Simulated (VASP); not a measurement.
# CuO: single point with r2SCAN

Crystal: CuO.

```
Cu O
1.0
     4.11793    0.00000    0.00000
     0.00000    4.11793    0.00000
     0.00000    0.00000    3.84785
Cu O
3 3
Direct
  0.50000 0.00000 0.50000
  0.00000 0.50000 0.50000
  0.00000 0.00000 0.00000
  0.00000 0.00000 0.50000
  0.50000 0.00000 0.00000
  0.00000 0.50000 0.00000
```

```json
{"Program": "VASP 6.6.1", "Task": "single point", "Functional": "r2SCAN", "Potentials or basis": "VASP PAW PBE potentials, release 64 (Cu_sv_GW, O)", "Cutoff": "900 eV", "k mesh": "7 × 7 × 7", "Occupations": "fermi-dirac, width 0.05 eV", "Spin": "no spin polarisation", "Dipole correction": "no", "Further INCAR settings": "ALGO = Normal; EDIFF = 1e-06; NBANDS = 46"}
```

```
Pressure               : -0.4 GPa
Band gap on the k mesh : zero (an odd number of electrons rules out a gap without spin polarisation)
```

Stress tensor (GPa, compression positive):
```
-0.43  0.00  0.00
 0.00 -0.43  0.00
 0.00  0.00 -0.33
```

Levels at points of the mesh, in eV from the Fermi level:
| k point | band 35 | band 36 | band 37 | band 38 | band 39 | band 40 | band 41 | band 42 |
| --- | --- | --- | --- | --- | --- | --- | --- | --- |
| (0.00, 0.00, 0.00) | -1.73 | -1.71 | -1.71 | -1.48 | -1.37 | 1.71 | 6.89 | 8.42 |

Wall time 8.9 min on 1 thread of Intel(R) Xeon(R) 6975P-C (Granite Rapids) (shared host), peak memory 0.43 GiB.

Caveat: the PAW data sets were made with another functional, which shifts forces and pressure a little; an odd number of electrons without spin polarisation forces a metal; a magnetic or distorted state may lie lower; semilocal functionals often make such compounds metallic where correlation or magnetic order opens a gap, which also shifts bond lengths. With open d or f shells a metallic result of r2SCAN can be an artefact of self-interaction; +U or a hybrid may open a gap.
